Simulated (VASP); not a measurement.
Write the native input for VASP 6.6.1 that does the following.

- Task: relaxation of cell and atoms
- Functional: PBE
- Potentials or basis: VASP PAW PBE potentials, release 64 (Si, Mo_sv)
- Cutoff: 600 eV
- k mesh: 8 × 8 × 8
- Occupations: gaussian, width 0.1 eV
- Spin: no spin polarisation
- Dipole correction: no
- Further INCAR settings: ALGO = Normal; EDIFF = 1e-06; IBRION = 2; EDIFFG = -0.005; NSW = 100; ISIF = 3

The structure of SiMo3 lies in POSCAR:

```
SiMo3
1.0
    4.8890000000      0.0000000000      0.0000000000
    0.0000000000      4.8890000000      0.0000000000
    0.0000000000      0.0000000000      4.8890000000
Si Mo
2 6
Direct
    0.0000000000      0.0000000000      0.0000000000
    0.5000000000      0.5000000000      0.5000000000
    0.2500000000      0.0000000000      0.5000000000
    0.5000000000      0.7500000000      0.0000000000
    0.7500000000      0.0000000000      0.5000000000
    0.5000000000      0.2500000000      0.0000000000
    0.0000000000      0.5000000000      0.7500000000
    0.0000000000      0.5000000000      0.2500000000
```

One way to write it, as run:

INCAR

```
SYSTEM = SiMo3
PREC = Accurate
ENCUT = 600
EDIFF = 1E-6
ISMEAR = 0
SIGMA = 0.1
LREAL = .False.
LASPH = .True.
NELM = 100
ALGO = Normal
ISIF = 3
LWAVE = .False.
LCHARG = .False.
GGA = PE
IBRION = 2
NSW = 100
EDIFFG = -0.005
```

KPOINTS

```
regular mesh
0
Gamma
  8 8 8
  0 0 0
```

Potentials or basis: VASP PAW PBE potentials, release 64 (Si, Mo_sv).

Launch:

```console
$ cat potpaw_PBE.64/Si/POTCAR potpaw_PBE.64/Mo_sv/POTCAR > POTCAR
$ mpirun -np 1 vasp_std > vasp.out
```

Results of the run:

```
Relaxed volume                         : 14.79 Å³/atom
Relaxed cell                           : a = 4.909 Å, b = 4.909 Å, c = 4.909 Å, α = 90.00°, β = 90.00°, γ = 90.00°
Space group after relaxing (to 0.05 Å) : Pm-3n (No. 223)
Energy gained by relaxing              : 1.7 meV/atom
Ionic steps                            : 3
Pressure after relaxing                : 0.0 GPa
Band gap on the k mesh                 : zero (band 46 reaches 13.80 eV, above the bottom of band 47 at 11.37 eV)
```

It took 12 min on 1 thread of Intel(R) Xeon(R) Platinum 8375C CPU @ 2.90GHz (Ice Lake), with other jobs on the host, peak memory 0.37 GiB.
